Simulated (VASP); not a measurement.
# Si2B2C (P-6m2) in VASP: further runs

Runs on Si2B2C. Level: PBE. Tasks: single point, relaxation of cell and atoms.

Program: VASP 6.6.1. These are calculated values, not measurements. Logs are shortened: lines on timing, memory, paths and dates and some standing lists are left out, and cuts for length are marked.

### Step 1. The cell of the first run

The structure is hexagonal, space group P-6m2 (No. 187). Conventional cell: a = 3.201 Å, b = 3.201 Å, c = 6.577 Å, α = 90.00°, β = 90.00°, γ = 120.00°. Si (site symmetry -6m2) has 6 B at 2.03 Å within 2.7 Å. Si (site symmetry -6m2) has 3 C at 1.85 Å within 2.5 Å. Within 2.3 Å of B (site symmetry 3m) lie 1 B at 1.69 Å and 3 Si at 2.03 Å. C (site symmetry -6m2) has 3 Si at 1.85 Å within 2.5 Å.

### Step 2. Single point, PBE

File INCAR:

```
SYSTEM = Si2B2C
PREC = Accurate
ENCUT = 520
EDIFF = 1E-6
ISMEAR = 0
SIGMA = 0.1
LREAL = .FALSE.
LASPH = .TRUE.
NELM = 80
ALGO = Normal
ISIF = 2
LWAVE = .FALSE.
LCHARG = .FALSE.
GGA = PE
NBANDS = 17
```

File KPOINTS:

```
regular mesh
0
G
  6 6 4
  0 0 0
```

File POSCAR:

```
Si2B2C
1.0
    3.2008401416      0.0000000026      0.0000000000
   -1.6004200730      2.7720088748      0.0000000000
    0.0000000000      0.0000000000      6.5772496097
Si B C
2 2 1
Direct
    0.0000000000      0.0000000000      0.5000000000
    0.0000000000      0.0000000000      0.0000000000
    0.6666666667      0.3333333333      0.3712477244
    0.6666666667      0.3333333333      0.6287522756
    0.3333333333      0.6666666667      0.0000000000
```

Potentials or basis: VASP PAW PBE potentials, release 64 (Si, B, C).

The run is started by

```bash
> cat potpaw_PBE.64/Si/POTCAR potpaw_PBE.64/B/POTCAR potpaw_PBE.64/C/POTCAR > POTCAR
> mpirun -np 1 vasp_std > vasp.out
```

OUTCAR:

```text
SYSTEM = Si2B2C
   PREC = Accurate
   ENCUT = 520
   EDIFF = 1E-6
   ISMEAR = 0
   LREAL = .FALSE.
   LASPH = .TRUE.
   NELM = 80
   ISIF = 2
   GGA = PE

 ion  position               nearest neighbor table
   1  0.000  0.000  0.500-   3 2.03   4 2.03   3 2.03   4 2.03   3 2.03   4 2.03
   2  0.000  0.000  0.000-   5 1.85   5 1.85   5 1.85
   3  0.667  0.333  0.371-   4 1.69   1 2.03   1 2.03   1 2.03
   4  0.667  0.333  0.629-   3 1.69   1 2.03   1 2.03   1 2.03
   5  0.333  0.667  0.000-   2 1.85   2 1.85   2 1.85

  LATTYP: Found a hexagonal cell.
 ALAT       =     3.2008401416
 C/A-ratio  =     2.0548510137

  Lattice vectors:

 A1 = (   3.2008401416,   0.0000000026,   0.0000000000)
 A2 = (  -1.6004200730,   2.7720088748,   0.0000000000)
 A3 = (   0.0000000000,   0.0000000000,   6.5772496097)

Analysis of symmetry for initial positions (statically):
=====================================================================
 Subroutine PRICEL returns:
 Original cell was already a primitive cell.

 Routine SETGRP: Setting up the symmetry group for a
 hexagonal supercell.

 Subroutine GETGRP returns: Found 12 space group operations
 (whereof 12 operations were pure point group operations)
 out of a pool of 24 trial point group operations.

The static configuration has the point symmetry D_3h.

Analysis of symmetry for dynamics (positions and initial velocities):
=====================================================================
 Subroutine PRICEL returns:
 Original cell was already a primitive cell.

 Routine SETGRP: Setting up the symmetry group for a
 hexagonal supercell.

 Subroutine GETGRP returns: Found 12 space group operations
 (whereof 12 operations were pure point group operations)
 out of a pool of 24 trial point group operations.

The dynamic configuration has the point symmetry D_3h.

 Subroutine INISYM returns: Found 12 space group operations
 (whereof 12 operations are pure point group operations),
 and found     1 'primitive' translations

----------------------------------------------------------------------------------------

                                     Primitive cell

  volume of cell :      58.3583

  direct lattice vectors                    reciprocal lattice vectors
     3.200840142  0.000000003  0.000000000     0.312417976  0.180374603  0.000000000
    -1.600420073  2.772008875  0.000000000    -0.000000000  0.360749206  0.000000000
     0.000000000  0.000000000  6.577249610     0.000000000  0.000000000  0.152039235

  length of vectors
     3.200840142  3.200840142  6.577249610     0.360749206  0.360749206  0.152039235

  position of ions in fractional coordinates (direct lattice)
     0.000000000  0.000000000  0.500000000
     0.000000000  0.000000000  0.000000000
     0.666666667  0.333333333  0.371247724
     0.666666667  0.333333333  0.628752276
     0.333333333  0.666666667  0.000000000

  ion indices of the primitive-cell ions
   primitive index   ion index
                 1           1
                 2           2
                 3           3
                 4           4
                 5           5

----------------------------------------------------------------------------------------

 KPOINTS: regular mesh

Automatic generation of k-mesh.
 Grid dimensions read from file:
 generate k-points for:    6    6    4

 Generating k-lattice:

  Cartesian coordinates                     Fractional coordinates (reciprocal lattice)
     0.052069663  0.030062434  0.000000000     0.166666667  0.000000000  0.000000000
    -0.000000000  0.060124868  0.000000000     0.000000000  0.166666667  0.000000000
     0.000000000  0.000000000  0.038009809     0.000000000  0.000000000  0.250000000

  Length of vectors
     0.060124868  0.060124868  0.038009809

  Shift w.r.t. Gamma in fractional coordinates (k-lattice)
     0.000000000  0.000000000  0.000000000

 Subroutine IBZKPT returns following result:
 ===========================================

 Found     21 irreducible k-points:

 Following reciprocal coordinates:
            Coordinates               Weight
  0.000000  0.000000  0.000000      1.000000
  0.166667 -0.000000  0.000000      6.000000
  0.333333 -0.000000  0.000000      6.000000
  0.500000  0.000000  0.000000      3.000000
  0.166667  0.166667  0.000000      6.000000
  0.333333  0.166667  0.000000     12.000000
[... 13 lines left out ...]
  0.333333  0.166667  0.500000     12.000000
  0.333333  0.333333  0.500000      2.000000
   k-points           NKPTS =     21   k-points in BZ     NKDIM =     21   number of bands    NBANDS=     17
   number of dos      NEDOS =    301   number of ions     NIONS =      5
   total plane-waves  NPLWV =  28800
   dimension x,y,z NGX =    24 NGY =   24 NGZ =   50
   dimension x,y,z NGXF=    48 NGYF=   48 NGZF=  100
   ions per type =               2   2   1
   NGX,Y,Z   is equivalent  to a cutoff of  12.47, 12.47, 12.64 a.u.
   NGXF,Y,Z  is equivalent  to a cutoff of  24.93, 24.93, 25.28 a.u.
 SYSTEM =  Si2B2C
   PREC   = accura    normal or accurate (medium, high low for compatibility)
   ISTART =      0    job   : 0-new  1-cont  2-samecut
   ICHARG =      2    charge: 1-file 2-atom 10-const
   ISPIN  =      1    spin polarized calculation?
   LNONCOLLINEAR =      F non collinear calculations
   LSORBIT =      F    spin-orbit coupling
   LASPH  =      T    aspherical Exc in radial PAW
   ENCUT  =  520.0 eV  38.22 Ry    6.18 a.u.   5.95  5.95 12.23*2*pi/ulx,y,z
   NELM   =     80;   NELMIN=  2; NELMDL= -5     # of ELM steps
   EDIFF  = 0.1E-05   stopping-criterion for ELM
   LREAL  =      F    real-space projection
   EDIFFG = 0.1E-04   stopping-criterion for IOM
   NSW    =      0    number of steps for IOM
   IBRION =     -1    ionic relax: 0-MD 1-quasi-New 2-CG
   NFREE  =      0    steps in history (QN), initial steepest desc. (CG)
   ISIF   =      2    stress and relaxation
   ISYM   =      2    0-nonsym 1-usesym 2-fastsym
   POTIM  = 0.5000    time-step for ionic-motion
   TEBEG  =    0.0;   TEEND  =   0.0 temperature during run
   PSTRESS=    0.0 pullay stress
   NELECT =      18.0000    total number of electrons
   NUPDOWN=      -1.0000    fix difference up-down
   EMIN   =  10.00;   EMAX   =-10.00  energy-range for DOS
   EFERMI =   0.00;   METHOD = LEGACY
   ISMEAR =     0;   SIGMA  =   0.10  broadening in eV -4-tet -1-fermi 0-gaus
   EFERMI_NEDOS =   21; number of points for ismear=-14 and -15
   IALGO  =     38    algorithm
   IMIX   =      4    mixing-type and parameters
     AMIX     =   0.40;   BMIX     =  1.00
     AMIX_MAG =   1.60;   BMIX_MAG =  1.00
  volume/ion in A,a.u.               =      11.67        78.76
  Fermi-wavevector in a.u.,A,eV,Ry     =   1.106109  2.090243 16.646424  1.223478
  Thomas-Fermi vector in A             =   2.242606
   LORBIT       =      0    0 simple, 1 ext, 2 COOP (PROOUT), +10 PAW based schemes
   GGA     = PE    functional components
   LHFCALC =     F    Hartree Fock is set to
   AEXX    =    0.0000 exact exchange contribution
   IVDW    =     0    specifies the selected vdW correction
   LEPSILON=     F    determine dielectric tensor
   LRPA    =     F    only Hartree local field effects (RPA)
 non-spin polarized calculation
 Gauss-broadening in eV      SIGMA  =   0.10
  energy-cutoff  :      520.00
  volume of cell :       58.36
 maximum number of plane-waves:      1608
 NGX is ok and might be reduce to    24
   NGX = 11   NGY = 11   NGZ = 25

 number of electron      18.0000000 magnetization

 Free energy of the ion-electron system (eV)
  ---------------------------------------------------
  ext. energy  EPLUGINS =         0.00000000
  ---------------------------------------------------
  free energy    TOTEN  =       -28.96024902 eV

  energy without entropy =      -28.94992367  energy(sigma->0) =      -28.95508635

 E-fermi :   6.7271     XC(G=0): -10.6666

 val. band max:        6.6871614018   @ k =   0.3333   0.3333   0.5000
 cond. band min:       6.7835657455   @ k =   0.5000   0.0000   0.0000
 fundamental gap:      0.0964043438
 Fermi energy:         6.7271031933

 k-point     1 :       0.0000    0.0000    0.0000
  band No.  band energies     occupation
      1      -8.2910      2.00000
      2      -7.2328      2.00000
      3      -1.4998      2.00000
      4       4.1942      2.00000
      5       4.1942      2.00000
      6       4.4119      2.00000
[... 9 lines left out ...]
     16      12.4595      0.00000
     17      12.4596      0.00000

 k-point     2 :       0.1667   -0.0000    0.0000
  band No.  band energies     occupation
      1      -7.8471      2.00000
      2      -6.8153      2.00000
      3      -1.0411      2.00000
      4       2.2378      2.00000
      5       2.8026      2.00000
      6       3.6550      2.00000
[... 9 lines left out ...]
     16      13.2197      0.00000
     17      13.8273      0.00000

 k-point     3 :       0.3333   -0.0000    0.0000
  band No.  band energies     occupation
      1      -6.5695      2.00000
      2      -5.6619      2.00000
      3      -0.8047      2.00000
      4      -0.0587      2.00000
      5       0.3149      2.00000
      6       2.8384      2.00000
[... 9 lines left out ...]
     16      14.4327      0.00000
     17      16.4610      0.00000

 k-point     4 :       0.5000    0.0000    0.0000
  band No.  band energies     occupation
      1      -5.0658      2.00000
      2      -4.8754      2.00000
      3      -2.5591      2.00000
      4      -1.9243      2.00000
      5       2.1827      2.00000
      6       2.5073      2.00000
[... 9 lines left out ...]
     16      13.9658      0.00000
     17      17.5222      0.00000
[... 283 lines left out ...]
      1      -6.5682      2.00000
      2      -6.5554      2.00000
      3       0.3205      2.00000
      4       0.5172      2.00000
      5       1.5940      2.00000
      6       2.5032      2.00000
[... 9 lines left out ...]
     16      12.8933      0.00000
     17      15.0714      0.00000

 k-point    20 :       0.3333    0.1667    0.5000
  band No.  band energies     occupation
      1      -5.1820      2.00000
      2      -5.0571      2.00000
      3      -1.7296      2.00000
      4      -1.5807      2.00000
      5       1.3259      2.00000
      6       1.4637      2.00000
[... 9 lines left out ...]
     16      15.8861      0.00000
     17      16.5833      0.00000

 k-point    21 :       0.3333    0.3333    0.5000
  band No.  band energies     occupation
      1      -4.4553      2.00000
      2      -4.1503      2.00000
      3      -2.1140      2.00000
      4      -1.7695      2.00000
      5      -0.1218      2.00000
      6      -0.1002      2.00000
[... 9 lines left out ...]
     16      15.4294      0.00000
     17      16.0400      0.00000

------------------------ aborting loop because EDIFF is reached ----------------------------------------

  FORCE on cell =-STRESS in cart. coord.  units (eV):
  Direction    XX          YY          ZZ          XY          YZ          ZX
  --------------------------------------------------------------------------------------
  -------------------------------------------------------------------------------------
  Total        0.0032088      0.0032088      0.0973290      0.0000000      0.0000000      0.0000000
  in kB        0.0880955      0.0880955      2.6720827      0.0000000      0.0000000      0.0000000
  external PRESSURE =       0.9494246 kB  Pullay stress =       0.0000000 kB

 VOLUME and BASIS-vectors are now :
 -----------------------------------------------------------------------------
  energy-cutoff  :      520.00
  volume of cell :       58.36
      direct lattice vectors                 reciprocal lattice vectors
     3.200840142  0.000000003  0.000000000     0.312417976  0.180374603  0.000000000
    -1.600420073  2.772008875  0.000000000    -0.000000000  0.360749206  0.000000000
     0.000000000  0.000000000  6.577249610     0.000000000  0.000000000  0.152039235

 POSITION                                       TOTAL-FORCE (eV/Angst)
 -----------------------------------------------------------------------------------
      0.00000      0.00000      3.28862         0.000000     -0.000000      0.000000
      0.00000      0.00000      0.00000        -0.000000     -0.000000      0.000000
      1.60042      0.92400      2.44179         0.000000      0.000000     -0.018170
      1.60042      0.92400      4.13546         0.000000      0.000000      0.018170
     -0.00000      1.84801      0.00000        -0.000000      0.000000      0.000000
 -----------------------------------------------------------------------------------
    total drift:                               -0.000000      0.000000     -0.000000

  FREE ENERGIE OF THE ION-ELECTRON SYSTEM (eV)
  ---------------------------------------------------
  free  energy   TOTEN  =       -28.9602490230 eV

  energy  without entropy=      -28.9499236674  energy(sigma->0) =      -28.95508635
```

Run time: 15 s. Hardware: 1 thread of Intel Xeon Platinum 8259CL at 2.50GHz (Skylake/Cascade Lake), shared host; peak memory 0.17 GiB.

What came out:

```
Free energy            : -28.9602 eV
Pressure               : 0.1 GPa
Largest force          : 0.018 eV/Å
Band gap on the k mesh : zero (band 9 reaches 7.74 eV, above the bottom of band 10 at 5.39 eV)
```

Forces in eV/Å, atoms in the order of the input:
```
Si   0.000  0.000  0.000
Si   0.000  0.000  0.000
B    0.000  0.000 -0.018
B    0.000  0.000  0.018
C    0.000  0.000  0.000
```

Caveat: the k points lie up to 0.38 Å⁻¹ apart.

### Step 3. Single point, PBE

This run uses another cell than the first one, of 13.48 Å³/atom, 1.155 times its volume.

File INCAR:

```
PREC = Accurate
ENCUT = 520
EDIFF = 1E-6
ISMEAR = 0
SIGMA = 0.1
LREAL = F
LASPH = T
NELM = 100
ALGO = Normal
ISIF = 2
LWAVE = F
LCHARG = F
GGA = PE
NBANDS = 17
```

File KPOINTS:

```
regular mesh
0
Gamma
  6 6 4
```

File POSCAR:

```
Si2B2C
1.0
    3.6132720700      0.0000000000      0.0000000000
   -1.8066360400      3.1291854100      0.0000000000
    0.0000000000      0.0000000000      5.9603258700
Si B C
2 2 1
Direct
    0.0000000000      0.0000000000      0.5000000000
    0.0000000000      0.0000000000      0.0000000000
    0.6666666700      0.3333333300      0.2437968000
    0.6666666700      0.3333333300      0.7562032000
    0.3333333300      0.6666666700      0.0000000000
```

Potentials or basis: VASP PAW PBE potentials, release 64 (Si, B, C).

The run is started by

```bash
> cat potpaw_PBE.64/Si/POTCAR potpaw_PBE.64/B/POTCAR potpaw_PBE.64/C/POTCAR > POTCAR
> mpirun -np 1 vasp_std > vasp.out
```

It took 21 s on 1 thread of Intel Xeon Platinum 8259CL at 2.50GHz (Skylake/Cascade Lake), shared host; peak memory 0.18 GiB.

It converged, with:

| Item | Value |
| --- | --- |
| Free energy | -24.2516 eV |
| Pressure | -22.7 GPa |
| Largest force | 1.264 eV/Å |
| Band gap on the k mesh | zero (band 9 reaches 5.94 eV, above the bottom of band 10 at 4.58 eV) |

Forces on the atoms (eV/Å):
```
Si   0.000  0.000  0.000
Si   0.000  0.000  0.000
B    0.000  0.000  1.264
B    0.000  0.000 -1.264
C    0.000  0.000  0.000
```

Stress tensor (GPa, compression positive):
```
-25.34   0.00   0.00
  0.00 -25.34   0.00
  0.00   0.00 -17.45
```

Levels at points of the mesh, in eV from the Fermi level:
```tsv
k point	band 7	band 8	band 9	band 10	band 11	band 12
(0.00, 0.00, 0.00)	-0.52	-0.52	-0.20	1.18	2.10	2.10
(0.50, 0.00, 0.00)	-4.65	-2.18	0.28	0.74	0.82	2.54
(0.00, 0.00, 0.50)	-0.55	0.02	0.02	0.74	0.74	1.92
(0.50, 0.00, 0.50)	-1.74	-1.60	-1.09	-0.96	0.77	1.76
```

Caveat: forces of over 1 eV/Å act on the atoms, so gaps and moduli don't describe the material at rest.

[end of part 1 of 2]
